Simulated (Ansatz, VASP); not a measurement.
**Two plane-wave programs on ZnS**

The input INCAR:

```
SYSTEM = ZnS
PREC     = Accurate       ! precision mode
ENCUT    = 520            ! plane-wave cutoff, eV
EDIFF    = 1E-6           ! SCF threshold, eV
ISMEAR   = 0              ! smearing method
SIGMA    = 0.05           ! smearing width, eV
LREAL    = .False.        ! projectors in reciprocal space
LASPH    = .True.         ! aspherical terms in the spheres
NELM     = 80             ! most SCF steps
ALGO     = Normal         ! electronic algorithm
ISIF     = 2              ! what is computed and relaxed
LWAVE    = .False.        ! write WAVECAR
LCHARG   = .False.        ! write CHGCAR
LDIPOL   = .True.       
IDIPOL   = 3            
DIPOL    = 0.5 0.5 0.500
GGA      = PS             ! functional
NBANDS   = 56             ! bands
```

Contents of KPOINTS:

```
Automatic mesh
0
Gamma
  7 7 1
  0 0 0
```

File POSCAR:

```
ZnS
1.0
    3.7876303076      0.0000000000      0.0000000000
    0.0000000000      3.7876303076      0.0000000000
    0.0000000000      0.0000000000     27.0521658379
S Zn
5 5
Direct
    0.0000000000      0.5000000000      0.2772421271
    0.5000000000      0.0000000000      0.3762456262
    0.0000000000      0.5000000000      0.4752491252
    0.5000000000      0.0000000000      0.5742526243
    0.0000000000      0.5000000000      0.6732561234
    0.5000000000      0.5000000000      0.3267438766
    0.0000000000      0.0000000000      0.4257473757
    0.5000000000      0.5000000000      0.5247508748
    0.0000000000      0.0000000000      0.6237543738
    0.5000000000      0.5000000000      0.7227578729
```

Input for Ansatz:

```yaml
crystal:
  lattice:
    - [3.7876303076, 0.0, 0.0]
    - [0.0, 3.7876303076, 0.0]
    - [0.0, 0.0, 27.0521658379]
  atoms:
    - { symbol: S, position: [0.0, 0.5, 0.2772421271] }
    - { symbol: Zn, position: [0.5, 0.5, 0.3267438766] }
    - { symbol: S, position: [0.5, 0.0, 0.3762456262] }
    - { symbol: Zn, position: [0.0, 0.0, 0.4257473757] }
    - { symbol: S, position: [0.0, 0.5, 0.4752491252] }
    - { symbol: Zn, position: [0.5, 0.5, 0.5247508748] }
    - { symbol: S, position: [0.5, 0.0, 0.5742526243] }
    - { symbol: Zn, position: [0.0, 0.0, 0.6237543738] }
    - { symbol: S, position: [0.0, 0.5, 0.6732561234] }
    - { symbol: Zn, position: [0.5, 0.5, 0.7227578729] }
basis:
  ecutwfc: 420
kpoints:
  mp_grid: { grid: [7, 7, 1] }
hamiltonian:
  xc: pbesol
scf:
  occupations: { method: gaussian, width: 0.05 }
output:
  forces: true
  stress: true
  eigenvalues: true
  write_density: true
  write_potential: true
  elf: true
  volumetric_format: npy
efield:
  axis: 3
  dipole_correction: true
  ramp_width: 0.04
```

Alike in both runs: task single point; functional PBEsol; k mesh 7 × 7 × 1; occupations gaussian, width 0.05 eV; no spin polarisation.

```csv
,VASP,Ansatz
version,VASP 6.6.1,Ansatz 0.2.0
potentials or method,"VASP PAW PBE potentials, release 64 (S, Zn), cutoff 520 eV","scalar-relativistic, plane waves, PAW"
valence electrons in the cell,90,90
```

|  | VASP | Ansatz | Ansatz less VASP |
| --- | --- | --- | --- |
| gap on the k mesh at the Fermi level (eV) | none | none | - |
| rms of the force components (eV/Å) | 0.213 | 0.212 | -0.0008 |

VASP's potentials were made for PBE, not for PBEsol. A gap of «none» marks a metal or a gap that the smearing closes. Ansatz's warnings: xc potential rough in thin density.
